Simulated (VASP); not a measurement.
# SiC (F-43m) in VASP: single point with HSE06

Aim: the single point of SiC with HSE06.

Everything below comes from runs of VASP 6.6.1. Logs are shortened: lines on timing, memory, paths and dates and some standing lists are left out, and cuts for length are marked.

## Step 1: The cell of the first run

It takes space group F-43m (No. 216, cubic). The conventional cell has a = 4.443 Å, b = 4.443 Å, c = 4.443 Å, α = 90.00°, β = 90.00°, γ = 90.00°. Within 2.6 Å of Si (site symmetry -43m) lie 4 C at 1.92 Å. Within 2.6 Å of C (site symmetry -43m) lie 4 Si at 1.92 Å.

## Step 2: Single point, HSE06 (strain +2.0%)

POSCAR

```
SiC
1.0
    0.0000000000      2.2216133981      2.2216133981
    2.2216133981      0.0000000000      2.2216133981
    2.2216133981      2.2216133981      0.0000000000
Si C
1 1
Direct
    0.0000000000      0.0000000000      0.0000000000
    0.2500000000      0.2500000000      0.2500000000
```

INCAR.step1

```
PREC = Accurate
ENCUT = 520
EDIFF = 1E-5
ISMEAR = 0
SIGMA = 0.01
LREAL = False
LASPH = True
NELM = 60
ALGO = Normal
ISIF = 2
LWAVE = True
LCHARG = False
GGA = PE
NBANDS = 11
```

INCAR.step2

```
PREC = Accurate
ENCUT = 520
EDIFF = 1E-6
ISMEAR = 0
SIGMA = 0.01
LREAL = False
LASPH = True
NELM = 60
ALGO = Normal
ISIF = 2
LWAVE = False
LCHARG = False
GGA = PE
LHFCALC = True
HFSCREEN = 0.2079
PRECFOCK = Normal
ISTART = 1
NBANDS = 11
```

KPOINTS

```
Automatic mesh
0
Gamma
  8 8 8
```

Potentials or basis: VASP PAW PBE potentials, release 64 (Si, C).

On the command line:

```bash
$ cat potpaw_PBE.64/Si/POTCAR potpaw_PBE.64/C/POTCAR > POTCAR
$ cp INCAR.step1 INCAR
$ mpirun -np 1 vasp_std > vasp.out
$ cp INCAR.step2 INCAR
$ mpirun -np 1 vasp_std > vasp.out
```

OUTCAR:

```text
PREC = Accurate
   ENCUT = 520
   EDIFF = 1E-6
   ISMEAR = 0
   LREAL = False
   LASPH = True
   NELM = 60
   ISIF = 2
   GGA = PE
   LHFCALC = True
   HFSCREEN = 0.2079
   PRECFOCK = Normal
   ISTART = 1

 ion  position               nearest neighbor table
   1  0.000  0.000  0.000-   2 1.92   2 1.92   2 1.92   2 1.92
   2  0.250  0.250  0.250-   1 1.92   1 1.92   1 1.92   1 1.92

  LATTYP: Found a face centered cubic cell.
 ALAT       =     4.4432267962

  Lattice vectors:

 A1 = (   0.0000000000,   2.2216133981,   2.2216133981)
 A2 = (   2.2216133981,   0.0000000000,   2.2216133981)
 A3 = (   2.2216133981,   2.2216133981,   0.0000000000)

Analysis of symmetry for initial positions (statically):
=====================================================================
 Subroutine PRICEL returns:
 Original cell was already a primitive cell.

 Routine SETGRP: Setting up the symmetry group for a
 face centered cubic supercell.

 Subroutine GETGRP returns: Found 24 space group operations
 (whereof 24 operations were pure point group operations)
 out of a pool of 48 trial point group operations.

The static configuration has the point symmetry T_d .

Analysis of symmetry for dynamics (positions and initial velocities):
=====================================================================
 Subroutine PRICEL returns:
 Original cell was already a primitive cell.

 Routine SETGRP: Setting up the symmetry group for a
 face centered cubic supercell.

 Subroutine GETGRP returns: Found 24 space group operations
 (whereof 24 operations were pure point group operations)
 out of a pool of 48 trial point group operations.

The dynamic configuration has the point symmetry T_d .

 Subroutine INISYM returns: Found 24 space group operations
 (whereof 24 operations are pure point group operations),
 and found     1 'primitive' translations

----------------------------------------------------------------------------------------

                                     Primitive cell

  volume of cell :      21.9298

  direct lattice vectors                    reciprocal lattice vectors
     0.000000000  2.221613398  2.221613398    -0.225061660  0.225061660  0.225061660
     2.221613398  0.000000000  2.221613398     0.225061660 -0.225061660  0.225061660
     2.221613398  2.221613398  0.000000000     0.225061660  0.225061660 -0.225061660

  length of vectors
     3.141835798  3.141835798  3.141835798     0.389818231  0.389818231  0.389818231
[... 97 lines left out ...]
   EFERMI_NEDOS =   21; number of points for ismear=-14 and -15
   IALGO  =     38    algorithm
   IMIX   =      1    mixing-type and parameters
     AMIX     =   0.40;   BMIX     =  1.00
     AMIX_MAG =   1.60;   BMIX_MAG =  1.00
  volume/ion in A,a.u.               =      10.96        73.99
  Fermi-wavevector in a.u.,A,eV,Ry     =   1.169750  2.210507 18.617053  1.368315
  Thomas-Fermi vector in A             =   2.306218
   LORBIT       =      0    0 simple, 1 ext, 2 COOP (PROOUT), +10 PAW based schemes
   GGA     = PE    functional components
   LHFCALC =     T    Hartree Fock is set to
   PRECFOCK=normal    Normal, Fast or Accurate (Low or Medium for compatibility)
   ENCUT4O =  -1.0   cutoff for four orbital integrals eV
   NKREDX  =     1    reduce k-point grid by
   NKREDY  =     1    reduce k-point grid by
   NKREDZ  =     1    reduce k-point grid by
   AEXX    =    0.2500 exact exchange contribution
   HFSCREEN=    0.2079 screening length (either q_TF or 0.3 A-1)
   HFSCREENC=   0.2079 screening length for correlation (either q_TF or 0.3 A-1)
   ENCUTFOCK=  -1.0 apply spherical cutoff to Coloumb kernel
   IVDW    =     0    specifies the selected vdW correction
   LEPSILON=     F    determine dielectric tensor
   LRPA    =     F    only Hartree local field effects (RPA)
 non-spin polarized calculation
 Gauss-broadening in eV      SIGMA  =   0.01
  energy-cutoff  :      520.00
  volume of cell :       21.93
 maximum number of plane-waves:       609
  NGX = 18; NGY = 18; NGZ = 18

 number of electron       8.0000000 magnetization

 Free energy of the ion-electron system (eV)
  ---------------------------------------------------
  ext. energy  EPLUGINS =         0.00000000
  ---------------------------------------------------
  free energy    TOTEN  =       -17.36220586 eV

  energy without entropy =      -17.36220586  energy(sigma->0) =      -17.36220586

 E-fermi :   6.9482     XC(G=0):  -9.1639

 val. band max:        6.8716074383   @ k =   0.0000   0.0000   0.0000
 cond. band min:       9.1354726380   @ k =   0.5000   0.5000   0.0000
 fundamental gap:      2.2638651996
 Fermi energy:         6.9481804922

 k-point     1 :       0.0000    0.0000    0.0000
  band No.  band energies     occupation
      1      -9.6439      2.00000
      2       6.8716      2.00000
      3       6.8716      2.00000
      4       6.8716      2.00000
      5      13.6758      0.00000
      6      15.0294      0.00000
      7      15.0294      0.00000
      8      15.0294      0.00000
      9      22.5777      0.00000
     10      22.5777      0.00000
     11      23.9136      0.00000
[... 309 lines left out ...]
 k-point    24 :      -0.3750    0.2500    0.1250
  band No.  band energies     occupation
      1      -5.3470      2.00000
      2      -1.4295      2.00000
      3       2.9282      2.00000
      4       4.5062      2.00000
      5      13.1033      0.00000
      6      14.9820      0.00000
      7      18.0493      0.00000
      8      18.9520      0.00000
      9      21.3317      0.00000
     10      24.2708      0.00000
     11      27.1407      0.00000

 [... further k-points ...]

------------------------ aborting loop because EDIFF is reached ----------------------------------------

  FORCE on cell =-STRESS in cart. coord.  units (eV):
  Direction    XX          YY          ZZ          XY          YZ          ZX
  --------------------------------------------------------------------------------------
  -------------------------------------------------------------------------------------
  Total       -1.8521382     -1.8521382     -1.8521382     -0.0000000     -0.0000000     -0.0000000
  in kB     -135.3158038   -135.3158038   -135.3158038     -0.0000000     -0.0000000     -0.0000000
  external PRESSURE =    -135.3158038 kB  Pullay stress =       0.0000000 kB

 VOLUME and BASIS-vectors are now :
 -----------------------------------------------------------------------------
  energy-cutoff  :      520.00
  volume of cell :       21.93
      direct lattice vectors                 reciprocal lattice vectors
     0.000000000  2.221613398  2.221613398    -0.225061660  0.225061660  0.225061660
     2.221613398  0.000000000  2.221613398     0.225061660 -0.225061660  0.225061660
     2.221613398  2.221613398  0.000000000     0.225061660  0.225061660 -0.225061660

 POSITION                                       TOTAL-FORCE (eV/Angst)
 -----------------------------------------------------------------------------------
      0.00000      0.00000      0.00000        -0.000000      0.000000      0.000000
      1.11081      1.11081      1.11081         0.000000      0.000000     -0.000000
 -----------------------------------------------------------------------------------
    total drift:                                0.000000     -0.000000     -0.000000

  FREE ENERGIE OF THE ION-ELECTRON SYSTEM (eV)
  ---------------------------------------------------
  free  energy   TOTEN  =       -17.3622058573 eV

  energy  without entropy=      -17.3622058573  energy(sigma->0) =      -17.36220586
```

OUTCAR.step1:

```text
PREC = Accurate
   ENCUT = 520
   EDIFF = 1E-5
   ISMEAR = 0
   LREAL = False
[... 558 lines left out ...]
      0.00000      0.00000      0.00000        -0.000000     -0.000000     -0.000000
      1.11081      1.11081      1.11081         0.000000      0.000000      0.000000
 -----------------------------------------------------------------------------------
    total drift:                                0.000000      0.000000      0.000000

  FREE ENERGIE OF THE ION-ELECTRON SYSTEM (eV)
  ---------------------------------------------------
  free  energy   TOTEN  =       -15.0345777114 eV

  energy  without entropy=      -15.0345777114  energy(sigma->0) =      -15.03457771
```

Wall time 45 min (1 thread of AMD EPYC 7R13, shared host); peak memory 0.23 GiB.

Results:

```
Free energy            : -17.3622 eV
Pressure               : -13.5 GPa
Band gap on the k mesh : 2.26 eV (least direct gap 5.64 eV)
```

Caveat: the cell differs from its parent crystal (strain +2.0%); the cell stands under tension; the PAW data sets were made with another functional, which shifts forces and pressure a little.
